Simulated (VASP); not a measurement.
Crystal: HgTe (CsCl type).

```
CELL_PARAMETERS angstrom
3.43911 0.00000 0.00000
0.00000 3.43911 0.00000
0.00000 0.00000 3.43911
ATOMIC_POSITIONS crystal
Hg 0.00000 0.00000 0.00000
Te 0.50000 0.50000 0.50000
```

```yaml
Program: VASP 6.6.1
Task: relaxation of cell and atoms
Functional: PBE
Potentials_or_basis: VASP PAW PBE potentials, release 64 (Hg, Te)
Cutoff: 600 eV
k_mesh: 11 × 11 × 11
Occupations: fermi-dirac, width 0.05 eV
Spin: no spin polarisation
```

At the start: pressure 31.3 GPa; volume 20.34 Å³/atom.

Question: Where does the relaxation end?

Answer: Over 6 steps the energy falls by 512.8 meV/atom and the volume is 27.57 Å³/atom (+35.6 %); space group Pm-3m (No. 221, to 0.1 Å) before and after.

Step by step:
| step | energy change (eV) | largest force (eV/Å) | pressure (GPa) | volume (Å³) |
| --- | --- | --- | --- | --- |
| 1 | 0.0000 | 0.0000 | 31.35 | 40.68 |
| 2 | -0.7410 | 0.0000 | -5.17 | 68.89 |
| 3 | -1.0256 | 0.0000 | 0.16 | 55.00 |
| 4 | -1.0256 | 0.0000 | -0.09 | 55.32 |
| 5 | -1.0256 | 0.0000 | -0.03 | 55.20 |
| 6 | -1.0256 | 0.0000 | 0.03 | 55.14 |

Final structure:
```xyz
2
Lattice="3.8062 0.0000 0.0000 0.0000 3.8062 0.0000 0.0000 0.0000 3.8062" Properties=species:S:1:pos:R:3 pbc="T T T"
Hg    0.0000    0.0000    3.8062
Te    1.9031    1.9031    1.9031
```

Caveat: the volume moved by over 15 % at a fixed basis, so the end points are rough.
